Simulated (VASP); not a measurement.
# GaF (F-43m) in VASP: a series of runs

GaF is run at these levels: PBE; tasks: single point.

All numbers are computed with VASP 6.6.1; they aren't measurements. Logs are shortened: lines on timing, memory, paths and dates and some standing lists are left out, and cuts for length are marked.

## (1) The cell of the first run

The structure is cubic, space group F-43m (No. 216). The conventional cell has a = 5.654 Å, b = 5.654 Å, c = 5.654 Å, α = 90.00°, β = 90.00°, γ = 90.00°. Within 3.2 Å of Ga (site symmetry -43m) lie 4 F at 2.45 Å. Within 3.2 Å of F (site symmetry -43m) lie 4 Ga at 2.45 Å.

## (2) Single point, PBE

INCAR reads:

```
ALGO = Normal
EDIFF = 1E-7
ENCUT = 520
GGA = PE
ISIF = 2
ISMEAR = -1
LASPH = T
LCHARG = F
LREAL = F
LWAVE = F
NBANDS = 17
NELM = 80
PREC = Accurate
SIGMA = 0.05
```

KPOINTS reads:

```
k-points
0
Gamma
  8 8 8
```

POSCAR reads:

```
GaF
1.0
    0.0000000000      2.8271371425      2.8271371425
    2.8271371425      0.0000000000      2.8271371425
    2.8271371425      2.8271371425      0.0000000000
Ga F
1 1
Direct
    0.2500000000      0.2500000000      0.2500000000
    0.0000000000      0.0000000000      0.0000000000
```

Potentials or basis: VASP PAW PBE potentials, release 64 (Ga_d, F).

Launch:

```console
$ cat potpaw_PBE.64/Ga_d/POTCAR potpaw_PBE.64/F/POTCAR > POTCAR
$ mpirun -np 1 vasp_std > vasp.out
```

OUTCAR:

```text
EDIFF = 1E-7
   ENCUT = 520
   GGA = PE
   ISIF = 2
   ISMEAR = -1
   LASPH = T
   LREAL = F
   NELM = 80
   PREC = Accurate

 ion  position               nearest neighbor table
   1  0.250  0.250  0.250-
   2  0.000  0.000  0.000-

  LATTYP: Found a face centered cubic cell.
 ALAT       =     5.6542742850

  Lattice vectors:

 A1 = (   0.0000000000,   2.8271371425,   2.8271371425)
 A2 = (   2.8271371425,   0.0000000000,   2.8271371425)
 A3 = (   2.8271371425,   2.8271371425,   0.0000000000)

Analysis of symmetry for initial positions (statically):
=====================================================================
 Subroutine PRICEL returns:
 Original cell was already a primitive cell.

 Routine SETGRP: Setting up the symmetry group for a
 face centered cubic supercell.

 Subroutine GETGRP returns: Found 24 space group operations
 (whereof 24 operations were pure point group operations)
 out of a pool of 48 trial point group operations.

The static configuration has the point symmetry T_d .

Analysis of symmetry for dynamics (positions and initial velocities):
=====================================================================
 Subroutine PRICEL returns:
 Original cell was already a primitive cell.

 Routine SETGRP: Setting up the symmetry group for a
 face centered cubic supercell.

 Subroutine GETGRP returns: Found 24 space group operations
 (whereof 24 operations were pure point group operations)
 out of a pool of 48 trial point group operations.

The dynamic configuration has the point symmetry T_d .

 Subroutine INISYM returns: Found 24 space group operations
 (whereof 24 operations are pure point group operations),
 and found     1 'primitive' translations

----------------------------------------------------------------------------------------

                                     Primitive cell

  volume of cell :      45.1929

  direct lattice vectors                    reciprocal lattice vectors
     0.000000000  2.827137142  2.827137142    -0.176857356  0.176857356  0.176857356
     2.827137142  0.000000000  2.827137142     0.176857356 -0.176857356  0.176857356
     2.827137142  2.827137142  0.000000000     0.176857356  0.176857356 -0.176857356

  length of vectors
[... 71 lines left out ...]
   NGXF,Y,Z  is equivalent  to a cutoff of  24.95, 24.95, 24.95 a.u.
 SYSTEM =  unknown system
   PREC   = accura    normal or accurate (medium, high low for compatibility)
   ISTART =      0    job   : 0-new  1-cont  2-samecut
   ICHARG =      2    charge: 1-file 2-atom 10-const
   ISPIN  =      1    spin polarized calculation?
   LNONCOLLINEAR =      F non collinear calculations
   LSORBIT =      F    spin-orbit coupling
   LASPH  =      T    aspherical Exc in radial PAW
   ENCUT  =  520.0 eV  38.22 Ry    6.18 a.u.   7.43  7.43  7.43*2*pi/ulx,y,z
   NELM   =     80;   NELMIN=  2; NELMDL= -5     # of ELM steps
   EDIFF  = 0.1E-06   stopping-criterion for ELM
   LREAL  =      F    real-space projection
   EDIFFG = 0.1E-05   stopping-criterion for IOM
   NSW    =      0    number of steps for IOM
   IBRION =     -1    ionic relax: 0-MD 1-quasi-New 2-CG
   NFREE  =      0    steps in history (QN), initial steepest desc. (CG)
   ISIF   =      2    stress and relaxation
   ISYM   =      2    0-nonsym 1-usesym 2-fastsym
   POTIM  = 0.5000    time-step for ionic-motion
   TEBEG  =    0.0;   TEEND  =   0.0 temperature during run
   PSTRESS=    0.0 pullay stress
   NELECT =      20.0000    total number of electrons
   NUPDOWN=      -1.0000    fix difference up-down
   EMIN   =  10.00;   EMAX   =-10.00  energy-range for DOS
   EFERMI =   0.00;   METHOD = LEGACY
   ISMEAR =    -1;   SIGMA  =   0.05  broadening in eV -4-tet -1-fermi 0-gaus
   EFERMI_NEDOS =   21; number of points for ismear=-14 and -15
   IALGO  =     38    algorithm
   IMIX   =      4    mixing-type and parameters
     AMIX     =   0.40;   BMIX     =  1.00
     AMIX_MAG =   1.60;   BMIX_MAG =  1.00
  volume/ion in A,a.u.               =      22.60       152.49
  Fermi-wavevector in a.u.,A,eV,Ry     =   1.247560  2.357546 21.176174  1.556405
  Thomas-Fermi vector in A             =   2.381686
   LORBIT       =      0    0 simple, 1 ext, 2 COOP (PROOUT), +10 PAW based schemes
   GGA     = PE    functional components
   LHFCALC =     F    Hartree Fock is set to
   AEXX    =    0.0000 exact exchange contribution
   IVDW    =     0    specifies the selected vdW correction
   LEPSILON=     F    determine dielectric tensor
   LRPA    =     F    only Hartree local field effects (RPA)
 non-spin polarized calculation
  energy-cutoff  :      520.00
  volume of cell :       45.19
 maximum number of plane-waves:      1243
 NGX is ok and might be reduce to    30
   NGX = 15   NGY = 15   NGZ = 15

 number of electron      20.0000009 magnetization

 Free energy of the ion-electron system (eV)
  ---------------------------------------------------
  ext. energy  EPLUGINS =         0.00000000
  ---------------------------------------------------
  free energy    TOTEN  =        -7.53732788 eV

  energy without entropy =       -7.53732788  energy(sigma->0) =       -7.53732788

 E-fermi :   1.2244     XC(G=0):  -8.0672

 val. band max:        0.1313053634   @ k =  -0.2500   0.5000   0.2500
 cond. band min:       2.3185084503   @ k =   0.5000   0.5000   0.0000
 fundamental gap:      2.1872030869
 Fermi energy:         1.2243664757

 k-point     1 :       0.0000    0.0000    0.0000
  band No.  band energies     occupation
      1     -21.8206      2.00000
      2     -13.3530      2.00000
      3     -13.3530      2.00000
      4     -13.3530      2.00000
      5     -13.3286      2.00000
      6     -13.3286      2.00000
[... 457 lines left out ...]
      4     -13.3262      2.00000
      5     -13.3214      2.00000
      6     -13.2992      2.00000
[... 9 lines left out ...]
     16      13.6971      0.00000
     17      15.7378      0.00000

 [... further k-points ...]
[... 5 lines left out ...]
  --------------------------------------------------------------------------------------
  -------------------------------------------------------------------------------------
  Total        0.1263401      0.1263401      0.1263401      0.0000000     -0.0000000     -0.0000000
  in kB        4.4790022      4.4790022      4.4790022      0.0000000     -0.0000000     -0.0000000
  external PRESSURE =       4.4790022 kB  Pullay stress =       0.0000000 kB

 VOLUME and BASIS-vectors are now :
 -----------------------------------------------------------------------------
  energy-cutoff  :      520.00
  volume of cell :       45.19
      direct lattice vectors                 reciprocal lattice vectors
     0.000000000  2.827137142  2.827137142    -0.176857356  0.176857356  0.176857356
     2.827137142  0.000000000  2.827137142     0.176857356 -0.176857356  0.176857356
     2.827137142  2.827137142  0.000000000     0.176857356  0.176857356 -0.176857356

 POSITION                                       TOTAL-FORCE (eV/Angst)
 -----------------------------------------------------------------------------------
      1.41357      1.41357      1.41357        -0.000000     -0.000000     -0.000000
      0.00000      0.00000      0.00000         0.000000      0.000000      0.000000
 -----------------------------------------------------------------------------------
    total drift:                                0.000001      0.000001      0.000000

  FREE ENERGIE OF THE ION-ELECTRON SYSTEM (eV)
  ---------------------------------------------------
  free  energy   TOTEN  =        -7.5373278802 eV

  energy  without entropy=       -7.5373278801  energy(sigma->0) =       -7.53732788
```

OSZICAR:

```text
N       E                     dE             d eps       ncg     rms          rms(c)
DAV:   1     0.123500830144E+03    0.12350E+03   -0.97444E+03  1000   0.169E+03
DAV:   2     0.239686856630E+01   -0.12110E+03   -0.11260E+03  1106   0.344E+02
DAV:   3    -0.852449738241E+01   -0.10921E+02   -0.10872E+02  1131   0.879E+01
DAV:   4    -0.867931939025E+01   -0.15482E+00   -0.15474E+00  1192   0.112E+01
DAV:   5    -0.868125035523E+01   -0.19310E-02   -0.19308E-02  1244   0.126E+00    0.588E+00
DAV:   6    -0.758946320028E+01    0.10918E+01   -0.48103E+00  1355   0.163E+01    0.238E+00
DAV:   7    -0.755310556307E+01    0.36358E-01   -0.26991E-01  1022   0.379E+00    0.105E+00
DAV:   8    -0.753749197675E+01    0.15614E-01   -0.74713E-02  1042   0.244E+00    0.337E-01
DAV:   9    -0.753649610977E+01    0.99587E-03   -0.56081E-03  1101   0.570E-01    0.932E-02
DAV:  10    -0.753735963929E+01   -0.86353E-03   -0.10322E-03  1003   0.210E-01    0.427E-02
DAV:  11    -0.753731977830E+01    0.39861E-04   -0.12387E-04  1120   0.899E-02    0.727E-03
DAV:  12    -0.753732830669E+01   -0.85284E-05   -0.17095E-05  1010   0.305E-02    0.322E-03
DAV:  13    -0.753732786595E+01    0.44074E-06   -0.13529E-06  1167   0.110E-02    0.558E-04
DAV:  14    -0.753732788017E+01   -0.14219E-07   -0.17293E-07  1015   0.295E-03
   1 F= -.75373279E+01 E0= -.75373279E+01  d E =-.407193E-10
```

stdout:

```text
POSCAR found type information on POSCAR GaF
 POSCAR found :  2 types and       2 ions
 scaLAPACK will be used
 LDA part: xc-table for (Slater+PW92), standard interpolation
 POSCAR, INCAR and KPOINTS ok, starting setup
 FFT: planning ... GRIDC
 FFT: planning ... GRID_SOFT
 FFT: planning ... GRID
 WAVECAR not read
 entering main loop
```

Wall time 13 s (1 thread of Intel Xeon 6975P-C (Granite Rapids), shared host); peak memory 0.17 GiB.

Results:

| Quantity | Value |
| --- | --- |
| Free energy | -7.5373 eV |
| Pressure | 0.4 GPa |
| Band gap on the k mesh | 2.19 eV, indirect (least direct gap 2.20 eV) |

A k mesh can miss the band edges. A hybrid or GW would open this gap; PBE tends to underestimate it.

## (3) Single point, PBE

This run uses another cell than the first one, of 23.52 Å³/atom, 1.041 times its volume.

INCAR reads:

```
ALGO = Normal ; EDIFF = 1E-6
ENCUT = 520 ; GGA = PE
ISIF = 2 ; ISMEAR = -1
LASPH = True ; LCHARG = False
LREAL = False ; LWAVE = False
NBANDS = 17 ; NELM = 80
PREC = Accurate ; SIGMA = 0.05
```

KPOINTS is that of step 2.

POSCAR reads:

```
GaF
1.0
    0.0000000000      2.8650898209      2.8650898209
    2.8650898209      0.0000000000      2.8650898209
    2.8650898209      2.8650898209      0.0000000000
Ga F
1 1
Direct
    0.2500000000      0.2500000000      0.2500000000
    0.0000000000      0.0000000000      0.0000000000
```

Potentials or basis: VASP PAW PBE potentials, release 64 (Ga_d, F).

Launch:

```console
$ cat potpaw_PBE.64/Ga_d/POTCAR potpaw_PBE.64/F/POTCAR > POTCAR
$ mpirun -np 1 vasp_std > vasp.out
```

Wall time 12 s (1 thread of Intel Xeon 6975P-C (Granite Rapids), shared host); peak memory 0.17 GiB.

It converged, with:

* Free energy: -7.5380 eV
* Pressure: -0.6 GPa
* Band gap on the k mesh: 2.35 eV, indirect (least direct gap 2.36 eV)

Levels at points of the mesh, in eV from the valence-band top:
| k point | band 7 | band 8 | band 9 | band 10 | band 11 | band 12 | band 13 | band 14 |
| --- | --- | --- | --- | --- | --- | --- | --- | --- |
| (0.00, 0.00, 0.00) | -3.86 | -3.11 | -3.11 | -3.11 | 6.51 | 6.51 | 6.51 | 9.87 |
| (0.50, 0.00, 0.00) | -4.99 | -3.25 | -3.25 | -1.01 | 2.84 | 6.43 | 6.43 | 10.50 |
| (0.50, 0.50, 0.00) | -4.93 | -3.51 | -3.51 | -0.01 | 2.35 | 6.10 | 6.10 | 7.67 |

## (4) Single point, PBE

This run uses another cell than the first one, of 23.98 Å³/atom, 1.061 times its volume.

INCAR reads:

```
ALGO = Normal
EDIFF = 1E-7
ENCUT = 520
GGA = PE
ISIF = 2
ISMEAR = -1
LASPH = T
LCHARG = F
LREAL = F
LWAVE = F
NBANDS = 17
NELM = 100
PREC = Accurate
SIGMA = 0.05
```

KPOINTS is that of step 3.

POSCAR reads:

```
GaF
1.0
    0.0000000000      2.8836948215      2.8836948215
    2.8836948215      0.0000000000      2.8836948215
    2.8836948215      2.8836948215      0.0000000000
Ga F
1 1
Direct
    0.2500000000      0.2500000000      0.2500000000
    0.0000000000      0.0000000000      0.0000000000
```

Launch:

```console
$ cat potpaw_PBE.64/Ga_d/POTCAR potpaw_PBE.64/F/POTCAR > POTCAR
$ mpirun -np 1 vasp_std > vasp.out
```

Run time: 12 s. Hardware: 1 thread of Intel Xeon 6975P-C (Granite Rapids), shared host; peak memory 0.17 GiB.

The run converged. Its results:

```
Free energy            : -7.5341 eV
Pressure               : -1.0 GPa
Band gap on the k mesh : 2.42 eV, indirect (least direct gap 2.43 eV)
```

Levels at points of the mesh, in eV from the valence-band top:
| k point | band 6 | band 7 | band 8 | band 9 | band 10 | band 11 | band 12 | band 13 | band 14 | band 15 |
| --- | --- | --- | --- | --- | --- | --- | --- | --- | --- | --- |
| (0.00, 0.00, 0.00) | -13.34 | -3.79 | -2.99 | -2.99 | -2.99 | 6.49 | 6.49 | 6.49 | 9.79 | 13.51 |
| (0.50, 0.00, 0.00) | -13.32 | -4.85 | -3.12 | -3.12 | -0.98 | 2.89 | 6.42 | 6.42 | 10.47 | 12.34 |
| (0.50, 0.50, 0.00) | -13.33 | -4.79 | -3.37 | -3.37 | -0.01 | 2.42 | 6.08 | 6.08 | 7.72 | 10.93 |

A k mesh can miss the band edges. As with any semilocal functional, this PBE gap is likely too small.

## (5) Single point, PBE

This run uses another cell than the first one, of 24.44 Å³/atom, 1.082 times its volume.

INCAR reads:

```
  PREC = Accurate
  ENCUT = 520
  EDIFF = 1E-6
  ISMEAR = -1
  SIGMA = 0.05
  LREAL = False
  LASPH = True
  NELM = 60
  ALGO = Normal
  ISIF = 2
  LWAVE = False
  LCHARG = False
  GGA = PE
  NBANDS = 17
```

KPOINTS reads:

```
Automatic mesh
0
Gamma
  8 8 8
```

POSCAR reads:

```
GaF
1.0
    0.0000000000      2.9020627997      2.9020627997
    2.9020627997      0.0000000000      2.9020627997
    2.9020627997      2.9020627997      0.0000000000
Ga F
1 1
Direct
    0.2500000000      0.2500000000      0.2500000000
    0.0000000000      0.0000000000      0.0000000000
```

Potentials or basis: VASP PAW PBE potentials, release 64 (Ga_d, F).

Launch:

```console
$ cat potpaw_PBE.64/Ga_d/POTCAR potpaw_PBE.64/F/POTCAR > POTCAR
$ mpirun -np 1 vasp_std > vasp.out
```

OUTCAR:

```text
PREC = Accurate
   ENCUT = 520
   EDIFF = 1E-6
   ISMEAR = -1
   LREAL = False
   LASPH = True
   NELM = 60
   ISIF = 2
   GGA = PE

 ion  position               nearest neighbor table
   1  0.250  0.250  0.250-
   2  0.000  0.000  0.000-

  LATTYP: Found a face centered cubic cell.
 ALAT       =     5.8041255994

  Lattice vectors:

 A1 = (   0.0000000000,   2.9020627997,   2.9020627997)
 A2 = (   2.9020627997,   0.0000000000,   2.9020627997)
 A3 = (   2.9020627997,   2.9020627997,   0.0000000000)

Analysis of symmetry for initial positions (statically):
=====================================================================
 Subroutine PRICEL returns:
 Original cell was already a primitive cell.

 Routine SETGRP: Setting up the symmetry group for a
 face centered cubic supercell.

 Subroutine GETGRP returns: Found 24 space group operations
 (whereof 24 operations were pure point group operations)
 out of a pool of 48 trial point group operations.

The static configuration has the point symmetry T_d .

[... 151 lines left out ...]

 Free energy of the ion-electron system (eV)
  ---------------------------------------------------
  ext. energy  EPLUGINS =         0.00000000
  ---------------------------------------------------
  free energy    TOTEN  =        -7.52766216 eV

  energy without entropy =       -7.52766216  energy(sigma->0) =       -7.52766216

 E-fermi :   0.5330     XC(G=0):  -7.7133

 val. band max:       -0.5460054330   @ k =  -0.2500   0.5000   0.2500
 cond. band min:       1.9427298676   @ k =   0.5000   0.5000   0.0000
 fundamental gap:      2.4887353005
 Fermi energy:         0.5329637599

 k-point     1 :       0.0000    0.0000    0.0000
  band No.  band energies     occupation
      1     -21.9240      2.00000
      2     -13.8680      2.00000
      3     -13.8680      2.00000
      4     -13.8680      2.00000
      5     -13.8522      2.00000
      6     -13.8522      2.00000
[... 457 lines left out ...]
      4     -13.8496      2.00000
      5     -13.8459      2.00000
      6     -13.8291      2.00000
[... 9 lines left out ...]
     16      12.7664      0.00000
     17      14.7036      0.00000

 [... further k-points ...]
[... 5 lines left out ...]
  --------------------------------------------------------------------------------------
  -------------------------------------------------------------------------------------
  Total       -0.4405440     -0.4405440     -0.4405440      0.0000000      0.0000000      0.0000000
  in kB      -14.4394117    -14.4394117    -14.4394117      0.0000000      0.0000000      0.0000000
  external PRESSURE =     -14.4394117 kB  Pullay stress =       0.0000000 kB

 VOLUME and BASIS-vectors are now :
 -----------------------------------------------------------------------------
  energy-cutoff  :      520.00
  volume of cell :       48.88
      direct lattice vectors                 reciprocal lattice vectors
     0.000000000  2.902062800  2.902062800    -0.172291241  0.172291241  0.172291241
     2.902062800  0.000000000  2.902062800     0.172291241 -0.172291241  0.172291241
     2.902062800  2.902062800  0.000000000     0.172291241  0.172291241 -0.172291241

 POSITION                                       TOTAL-FORCE (eV/Angst)
 -----------------------------------------------------------------------------------
      1.45103      1.45103      1.45103         0.000000      0.000000      0.000000
      0.00000      0.00000      0.00000        -0.000000     -0.000000     -0.000000
 -----------------------------------------------------------------------------------
    total drift:                                0.000001      0.000001      0.000001

  FREE ENERGIE OF THE ION-ELECTRON SYSTEM (eV)
  ---------------------------------------------------
  free  energy   TOTEN  =        -7.5276621604 eV

  energy  without entropy=       -7.5276621603  energy(sigma->0) =       -7.52766216
```

OSZICAR:

```text
N       E                     dE             d eps       ncg     rms          rms(c)
DAV:   1     0.124579391271E+03    0.12458E+03   -0.97463E+03   990   0.164E+03
DAV:   2     0.368170390315E+01   -0.12090E+03   -0.11360E+03  1090   0.342E+02
DAV:   3    -0.859589180609E+01   -0.12278E+02   -0.12207E+02  1116   0.913E+01
DAV:   4    -0.877229570613E+01   -0.17640E+00   -0.17629E+00  1116   0.119E+01
DAV:   5    -0.877472547701E+01   -0.24298E-02   -0.24295E-02  1284   0.142E+00    0.602E+00
DAV:   6    -0.758766356030E+01    0.11871E+01   -0.51899E+00  1258   0.161E+01    0.251E+00
DAV:   7    -0.754663926103E+01    0.41024E-01   -0.31462E-01  1027   0.385E+00    0.110E+00
DAV:   8    -0.752724395270E+01    0.19395E-01   -0.84455E-02  1028   0.256E+00    0.321E-01
DAV:   9    -0.752660111921E+01    0.64283E-03   -0.55285E-03  1097   0.552E-01    0.990E-02
DAV:  10    -0.752770305815E+01   -0.11019E-02   -0.12285E-03  1008   0.228E-01    0.457E-02
DAV:  11    -0.752765021450E+01    0.52844E-04   -0.15598E-04  1103   0.916E-02    0.930E-03
DAV:  12    -0.752766248678E+01   -0.12272E-04   -0.23802E-05  1027   0.324E-02    0.314E-03
DAV:  13    -0.752766216036E+01    0.32643E-06   -0.10026E-06  1071   0.970E-03
   1 F= -.75276622E+01 E0= -.75276622E+01  d E =-.519389E-10
```

stdout:

```text
POSCAR found type information on POSCAR GaF
 POSCAR found :  2 types and       2 ions
 scaLAPACK will be used
 LDA part: xc-table for (Slater+PW92), standard interpolation
 POSCAR, INCAR and KPOINTS ok, starting setup
 FFT: planning ... GRIDC
 FFT: planning ... GRID_SOFT
 FFT: planning ... GRID
 WAVECAR not read
 entering main loop
```

It took 9.9 s on 1 thread of Intel Xeon 6975P-C (Granite Rapids), shared host; peak memory 0.18 GiB.

What came out:

| Property | Result |
| --- | --- |
| Free energy | -7.5277 eV |
| Pressure | -1.4 GPa |
| Band gap on the k mesh | 2.49 eV, indirect (least direct gap 2.50 eV) |

## (6) Summary

| cell | gap on the mesh (eV) | pressure (GPa) |
| --- | --- | --- |
| a = 3.998 Å, angles 60.0°, 2 atoms | 2.19 | 0.4 |
| a = 4.052 Å, angles 60.0°, 2 atoms | 2.35 | -0.6 |
| a = 4.078 Å, angles 60.0°, 2 atoms | 2.42 | -1.0 |
| a = 4.104 Å, angles 60.0°, 2 atoms | 2.49 | -1.4 |

Alike in all rows: task single point; level PBE; potentials or basis VASP PAW PBE potentials, release 64 (Ga_d, F); no spin polarisation; k mesh 8 × 8 × 8; cutoff (eV) 520; smearing fermi-dirac 0.05 eV.

Absolute energies hang on the potentials; compare differences alone.
